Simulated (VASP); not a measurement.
# CdO (Fm-3m) in VASP: notebook

CdO is run at these levels: PBE, PBEsol; tasks: single point.

All numbers are computed with VASP 6.6.1; they aren't measurements. Logs are shortened: lines on timing, memory, paths and dates and some standing lists are left out, and cuts for length are marked.

**1. The cell of the first run**

Symmetry: Fm-3m, No. 225, cubic system. The conventional cell has a = 4.722 Å, b = 4.722 Å, c = 4.722 Å, α = 90.00°, β = 90.00°, γ = 90.00°. Cd (site symmetry m-3m) has 6 O at 2.36 Å within 3.1 Å. Within 3.1 Å of O (site symmetry m-3m) lie 6 Cd at 2.36 Å.

**2. Single point, PBE**

INCAR

```
ALGO = Normal ; EDIFF = 1E-6
ENCUT = 700 ; GGA = PE
GGA_COMPAT = False ; ISIF = 2
ISMEAR = 0 ; LASPH = True
LCHARG = False ; LREAL = False
LWAVE = False ; NBANDS = 20
NELM = 120 ; PREC = Accurate
SIGMA = 0.1
```

KPOINTS

```
k-points
0
Gamma
  4 4 4
```

POSCAR

```
CdO
1.0
    0.0000000000      2.3609927699      2.3609927699
    2.3609927699      0.0000000000      2.3609927699
    2.3609927699      2.3609927699      0.0000000000
Cd O
1 1
Direct
    0.0000000000      0.0000000000      0.0000000000
    0.5000000000      0.5000000000      0.5000000000
```

Potentials or basis: VASP PAW PBE potentials, release 64 (Cd_sv_GW, O).

Started as:

```bash
$ cat potpaw_PBE.64/Cd_sv_GW/POTCAR potpaw_PBE.64/O/POTCAR > POTCAR
$ mpirun -np 1 vasp_std > vasp.out
```

OUTCAR:

```text
EDIFF = 1E-6
   ENCUT = 700
   GGA = PE
   ISIF = 2
   ISMEAR = 0
   LASPH = True
   LREAL = False
   NELM = 120
   PREC = Accurate

 ion  position               nearest neighbor table
   1  0.000  0.000  0.000-
   2  0.500  0.500  0.500-

  LATTYP: Found a face centered cubic cell.
 ALAT       =     4.7219855398

  Lattice vectors:

 A1 = (   0.0000000000,   2.3609927699,   2.3609927699)
 A2 = (   2.3609927699,   0.0000000000,   2.3609927699)
 A3 = (   2.3609927699,   2.3609927699,   0.0000000000)

Analysis of symmetry for initial positions (statically):
=====================================================================
 Subroutine PRICEL returns:
 Original cell was already a primitive cell.

 Routine SETGRP: Setting up the symmetry group for a
 face centered cubic supercell.

 Subroutine GETGRP returns: Found 48 space group operations
 (whereof 48 operations were pure point group operations)
 out of a pool of 48 trial point group operations.

The static configuration has the point symmetry O_h .

Analysis of symmetry for dynamics (positions and initial velocities):
=====================================================================
 Subroutine PRICEL returns:
 Original cell was already a primitive cell.

 Routine SETGRP: Setting up the symmetry group for a
 face centered cubic supercell.

 Subroutine GETGRP returns: Found 48 space group operations
 (whereof 48 operations were pure point group operations)
 out of a pool of 48 trial point group operations.

The dynamic configuration has the point symmetry O_h .

 Subroutine INISYM returns: Found 48 space group operations
 (whereof 48 operations are pure point group operations),
 and found     1 'primitive' translations

----------------------------------------------------------------------------------------

                                     Primitive cell

  volume of cell :      26.3217

  direct lattice vectors                    reciprocal lattice vectors
     0.000000000  2.360992770  2.360992770    -0.211775320  0.211775320  0.211775320
     2.360992770  0.000000000  2.360992770     0.211775320 -0.211775320  0.211775320
     2.360992770  2.360992770  0.000000000     0.211775320  0.211775320 -0.211775320

  length of vectors
     3.338947996  3.338947996  3.338947996     0.366805614  0.366805614  0.366805614

  position of ions in fractional coordinates (direct lattice)
     0.000000000  0.000000000  0.000000000
     0.500000000  0.500000000  0.500000000

  ion indices of the primitive-cell ions
   primitive index   ion index
                 1           1
                 2           2

----------------------------------------------------------------------------------------

 KPOINTS: k-points

Automatic generation of k-mesh.
 Grid dimensions read from file:
 generate k-points for:    4    4    4

 Generating k-lattice:

  Cartesian coordinates                     Fractional coordinates (reciprocal lattice)
    -0.052943830  0.052943830  0.052943830     0.250000000  0.000000000  0.000000000
     0.052943830 -0.052943830  0.052943830     0.000000000  0.250000000  0.000000000
     0.052943830  0.052943830 -0.052943830     0.000000000  0.000000000  0.250000000

  Length of vectors
     0.091701404  0.091701404  0.091701404

  Shift w.r.t. Gamma in fractional coordinates (k-lattice)
     0.000000000  0.000000000  0.000000000

 Subroutine IBZKPT returns following result:
 ===========================================

 Found      8 irreducible k-points:

 Following reciprocal coordinates:
            Coordinates               Weight
  0.000000  0.000000  0.000000      1.000000
  0.250000  0.000000  0.000000      8.000000
  0.500000  0.000000  0.000000      4.000000
  0.250000  0.250000  0.000000      6.000000
  0.500000  0.250000  0.000000     24.000000
 -0.250000  0.250000  0.000000     12.000000
  0.500000  0.500000  0.000000      3.000000
 -0.250000  0.500000  0.250000      6.000000
   k-points           NKPTS =      8   k-points in BZ     NKDIM =      8   number of bands    NBANDS=     20
   number of dos      NEDOS =    301   number of ions     NIONS =      2
   total plane-waves  NPLWV =  27000
   dimension x,y,z NGX =    30 NGY =   30 NGZ =   30
   dimension x,y,z NGXF=    60 NGYF=   60 NGZF=   60
   ions per type =               1   1
   NGX,Y,Z   is equivalent  to a cutoff of  14.94, 14.94, 14.94 a.u.
   NGXF,Y,Z  is equivalent  to a cutoff of  29.87, 29.87, 29.87 a.u.
 SYSTEM =  unknown system
   PREC   = accura    normal or accurate (medium, high low for compatibility)
   ISTART =      0    job   : 0-new  1-cont  2-samecut
   ICHARG =      2    charge: 1-file 2-atom 10-const
   ISPIN  =      1    spin polarized calculation?
   LNONCOLLINEAR =      F non collinear calculations
   LSORBIT =      F    spin-orbit coupling
   LASPH  =      T    aspherical Exc in radial PAW
   ENCUT  =  700.0 eV  51.45 Ry    7.17 a.u.   7.20  7.20  7.20*2*pi/ulx,y,z
   NELM   =    120;   NELMIN=  2; NELMDL= -5     # of ELM steps
   EDIFF  = 0.1E-05   stopping-criterion for ELM
   LREAL  =      F    real-space projection
   EDIFFG = 0.1E-04   stopping-criterion for IOM
   NSW    =      0    number of steps for IOM
   IBRION =     -1    ionic relax: 0-MD 1-quasi-New 2-CG
   NFREE  =      0    steps in history (QN), initial steepest desc. (CG)
   ISIF   =      2    stress and relaxation
   ISYM   =      2    0-nonsym 1-usesym 2-fastsym
   POTIM  = 0.5000    time-step for ionic-motion
   TEBEG  =    0.0;   TEEND  =   0.0 temperature during run
   PSTRESS=    0.0 pullay stress
   NELECT =      26.0000    total number of electrons
   NUPDOWN=      -1.0000    fix difference up-down
   EMIN   =  10.00;   EMAX   =-10.00  energy-range for DOS
   EFERMI =   0.00;   METHOD = LEGACY
   ISMEAR =     0;   SIGMA  =   0.10  broadening in eV -4-tet -1-fermi 0-gaus
   EFERMI_NEDOS =   21; number of points for ismear=-14 and -15
   IALGO  =     38    algorithm
   IMIX   =      4    mixing-type and parameters
     AMIX     =   0.40;   BMIX     =  1.00
     AMIX_MAG =   1.60;   BMIX_MAG =  1.00
  volume/ion in A,a.u.               =      13.16        88.81
  Fermi-wavevector in a.u.,A,eV,Ry     =   1.630402  3.081013 36.167140  2.658210
  Thomas-Fermi vector in A             =   2.722709
   LORBIT       =      0    0 simple, 1 ext, 2 COOP (PROOUT), +10 PAW based schemes
   GGA     = PE    functional components
   LHFCALC =     F    Hartree Fock is set to
   AEXX    =    0.0000 exact exchange contribution
   IVDW    =     0    specifies the selected vdW correction
   LEPSILON=     F    determine dielectric tensor
   LRPA    =     F    only Hartree local field effects (RPA)
 non-spin polarized calculation
 Gauss-broadening in eV      SIGMA  =   0.10
  energy-cutoff  :      700.00
  volume of cell :       26.32
 maximum number of plane-waves:      1124
 NGX is ok and might be reduce to    30
   NGX = 15   NGY = 15   NGZ = 15

 number of electron      25.9999992 magnetization

 Free energy of the ion-electron system (eV)
  ---------------------------------------------------
  ext. energy  EPLUGINS =         0.00000000
  ---------------------------------------------------
  free energy    TOTEN  =        -7.80562724 eV

  energy without entropy =       -7.80182159  energy(sigma->0) =       -7.80372442

 E-fermi :   4.8872     XC(G=0): -11.8299

 val. band max:        4.8040691273   @ k =   0.5000   0.0000   0.0000
 cond. band min:       7.4014611744   @ k =   0.2500   0.0000   0.0000
 fundamental gap:      2.5973920471
 Fermi energy:         4.8871878437

 k-point     1 :       0.0000    0.0000    0.0000
  band No.  band energies     occupation
      1     -95.6416      2.00000
      2     -56.7193      2.00000
      3     -56.7193      2.00000
      4     -56.7193      2.00000
      5     -12.4454      2.00000
      6      -1.8794      2.00000
      7      -1.8794      2.00000
      8      -1.8794      2.00000
      9      -1.5857      2.00000
     10      -1.5857      2.00000
     11       3.5024      2.00000
     12       3.5024      2.00000
     13       3.5024      2.00000
     14       4.3663      2.00000
     15      19.3163      0.00000
     16      21.7387      0.00000
     17      21.7387      0.00000
     18      21.7387      0.00000
     19      22.8116      0.00000
     20      22.8116      0.00000

 k-point     2 :       0.2500    0.0000    0.0000
  band No.  band energies     occupation
      1     -95.6412      2.00000
      2     -56.7271      2.00000
      3     -56.7205      2.00000
      4     -56.7205      2.00000
      5     -12.0836      2.00000
      6      -2.1858      2.00000
      7      -2.0844      2.00000
      8      -2.0844      2.00000
      9      -1.5844      2.00000
     10      -1.5844      2.00000
     11       1.4096      2.00000
     12       4.1728      2.00000
     13       4.1728      2.00000
     14       7.4015      0.00000
     15      14.9365      0.00000
     16      18.5908      0.00000
     17      18.5908      0.00000
     18      21.1870      0.00000
     19      24.1427      0.00000
     20      24.1427      0.00000

 k-point     3 :       0.5000    0.0000    0.0000
  band No.  band energies     occupation
      1     -95.6407      2.00000
      2     -56.7348      2.00000
      3     -56.7217      2.00000
      4     -56.7217      2.00000
      5     -11.6818      2.00000
      6      -2.7705      2.00000
      7      -2.4406      2.00000
      8      -2.4406      2.00000
      9      -1.3468      2.00000
     10      -1.3468      2.00000
     11       1.0350      2.00000
     12       4.8041      1.76020
     13       4.8041      1.76020
     14       9.2379      0.00000
     15      12.0279      0.00000
     16      16.6252      0.00000
     17      16.6252      0.00000
     18      22.4206      0.00000
     19      25.3056      0.00000
     20      26.6564      0.00000

 k-point     4 :       0.2500    0.2500    0.0000
  band No.  band energies     occupation
      1     -95.6410      2.00000
      2     -56.7266      2.00000
      3     -56.7224      2.00000
      4     -56.7224      2.00000
      5     -12.0477      2.00000
      6      -2.1882      2.00000
      7      -2.1025      2.00000
      8      -1.6383      2.00000
      9      -1.6383      2.00000
     10      -1.4585      2.00000
     11       1.9659      2.00000
     12       3.2128      2.00000
     13       3.2128      2.00000
     14       8.3423      0.00000
     15      15.4706      0.00000
     16      16.9088      0.00000
     17      18.4201      0.00000
     18      18.4201      0.00000
     19      27.4635      0.00000
     20      28.2874      0.00000

 k-point     5 :       0.5000    0.2500    0.0000
  band No.  band energies     occupation
      1     -95.6406      2.00000
      2     -56.7322      2.00000
      3     -56.7257      2.00000
      4     -56.7236      2.00000
      5     -11.7548      2.00000
      6      -2.2995      2.00000
      7      -2.0303      2.00000
      8      -1.9660      2.00000
      9      -1.4097      2.00000
     10      -1.2906      2.00000
     11       1.1995      2.00000
     12       3.1204      2.00000
     13       3.7302      2.00000
     14      10.1333      0.00000
     15      12.5370      0.00000
     16      14.6152      0.00000
     17      17.4525      0.00000
     18      20.7799      0.00000
     19      26.6662      0.00000
     20      27.7789      0.00000

 k-point     6 :      -0.2500    0.2500    0.0000
  band No.  band energies     occupation
      1     -95.6407      2.00000
      2     -56.7304      2.00000
      3     -56.7260      2.00000
      4     -56.7217      2.00000
      5     -11.7877      2.00000
      6      -2.4353      2.00000
      7      -2.2668      2.00000
      8      -2.0533      2.00000
      9      -1.5269      2.00000
     10      -1.2765      2.00000
     11       1.5195      2.00000
     12       2.7473      2.00000
     13       4.6958      1.99320
     14       9.9508      0.00000
     15      13.2311      0.00000
     16      14.1790      0.00000
     17      17.6235      0.00000
     18      23.3710      0.00000
     19      24.2168      0.00000
     20      25.3282      0.00000

 k-point     7 :       0.5000    0.5000    0.0000
  band No.  band energies     occupation
      1     -95.6404      2.00000
      2     -56.7338      2.00000
      3     -56.7255      2.00000
      4     -56.7255      2.00000
      5     -11.8226      2.00000
      6      -2.3194      2.00000
      7      -1.3287      2.00000
      8      -1.2138      2.00000
      9      -1.2138      2.00000
     10      -0.9215      2.00000
     11       0.5954      2.00000
     12       2.5608      2.00000
     13       2.5608      2.00000
     14       8.6527      0.00000
     15      13.2676      0.00000
     16      15.9839      0.00000
     17      17.9992      0.00000
     18      17.9992      0.00000
     19      27.6608      0.00000
     20      29.0673      0.00000

 k-point     8 :      -0.2500    0.5000    0.2500
  band No.  band energies     occupation
      1     -95.6404      2.00000
      2     -56.7297      2.00000
      3     -56.7297      2.00000
      4     -56.7255      2.00000
      5     -11.7246      2.00000
      6      -2.0501      2.00000
      7      -1.9921      2.00000
      8      -1.9921      2.00000
      9      -1.2135      2.00000
     10      -1.0205      2.00000
     11       1.8861      2.00000
     12       1.8861      2.00000
     13       2.9653      2.00000
     14      10.7349      0.00000
     15      13.6690      0.00000
     16      13.6690      0.00000
     17      15.4769      0.00000
     18      23.1732      0.00000
     19      23.1732      0.00000
     20      29.6675      0.00000

------------------------ aborting loop because EDIFF is reached ----------------------------------------

  FORCE on cell =-STRESS in cart. coord.  units (eV):
  Direction    XX          YY          ZZ          XY          YZ          ZX
  --------------------------------------------------------------------------------------
  -------------------------------------------------------------------------------------
  Total        0.6564973      0.6564973      0.6564973      0.0000000      0.0000000     -0.0000000
  in kB       39.9603776     39.9603776     39.9603776      0.0000000      0.0000000     -0.0000000
  external PRESSURE =      39.9603776 kB  Pullay stress =       0.0000000 kB

 VOLUME and BASIS-vectors are now :
 -----------------------------------------------------------------------------
  energy-cutoff  :      700.00
  volume of cell :       26.32
      direct lattice vectors                 reciprocal lattice vectors
     0.000000000  2.360992770  2.360992770    -0.211775320  0.211775320  0.211775320
     2.360992770  0.000000000  2.360992770     0.211775320 -0.211775320  0.211775320
     2.360992770  2.360992770  0.000000000     0.211775320  0.211775320 -0.211775320

 POSITION                                       TOTAL-FORCE (eV/Angst)
 -----------------------------------------------------------------------------------
      0.00000      0.00000      0.00000        -0.000000     -0.000000     -0.000000
      2.36099      2.36099      2.36099         0.000000      0.000000      0.000000
 -----------------------------------------------------------------------------------
    total drift:                               -0.000000      0.000000      0.000000

  FREE ENERGIE OF THE ION-ELECTRON SYSTEM (eV)
  ---------------------------------------------------
  free  energy   TOTEN  =        -7.8056272440 eV

  energy  without entropy=       -7.8018215903  energy(sigma->0) =       -7.80372442
```

It took 8.7 s on 1 thread of AMD EPYC 7R43 (Zen 3), shared host; peak memory 0.14 GiB.

What came out:

```yaml
Free_energy: -7.8056 eV
Pressure: 4.0 GPa
Band_gap_on_the_k_mesh: zero (bands 13 and 14 overlap by 0.44 eV)
```

Caveat: the k points lie up to 0.58 Å⁻¹ apart; semilocal functionals underestimate gaps, and a narrow one can read as zero.

**3. Single point, PBEsol**

INCAR

```
SYSTEM = CdO
PREC = Accurate ; ENCUT = 700
EDIFF = 1E-6 ; ISMEAR = 0
SIGMA = 0.1 ; LREAL = .False.
LASPH = .True. ; NELM = 120
ALGO = Normal ; ISIF = 2
LWAVE = .False. ; LCHARG = .True.
GGA = PS ; LELF = .True.
LVHAR = .True. ; NBANDS = 20
GGA_COMPAT = .False.
```

KPOINTS

```
Automatic mesh
0
Gamma
  2 2 2
  0 0 0
```

POSCAR is that of step 2.

Potentials or basis: VASP PAW PBE potentials, release 64 (Cd_sv_GW, O).

Started as:

```bash
$ cat potpaw_PBE.64/Cd_sv_GW/POTCAR potpaw_PBE.64/O/POTCAR > POTCAR
$ mpirun -np 1 vasp_std > vasp.out
```

Run time: 11 s. Hardware: 1 thread of AMD EPYC 7R43 (Zen 3), shared host; peak memory 0.14 GiB.

Results (log left out):

```
Free energy            : -7.6027 eV
Pressure               : 4.7 GPa
Band gap on the k mesh : zero (bands 13 and 14 overlap by 0.74 eV)
```

Levels at points of the mesh, in eV from the Fermi level:
```
           k point  band 10  band 11  band 12  band 13  band 14  band 15  band 16  band 17
(0.00, 0.00, 0.00)    -6.79    -1.37    -1.37    -1.37    -0.83    13.92    16.44    16.44
(0.50, 0.00, 0.00)    -6.54    -4.06    -0.08    -0.08     3.95     7.00    11.30    11.30
(0.50, 0.50, 0.00)    -6.08    -4.47    -2.38    -2.38     3.36     8.18    10.65    12.80
```

Caveat: the k points lie up to 1.15 Å⁻¹ apart, too coarse for converged energies and pressures of a metal; semilocal functionals underestimate gaps, and a narrow one can read as zero; the PAW data sets were made with another functional, which shifts forces and pressure a little.

The gap in the log of VASP goes by the Fermi energy; the results here count the filled bands.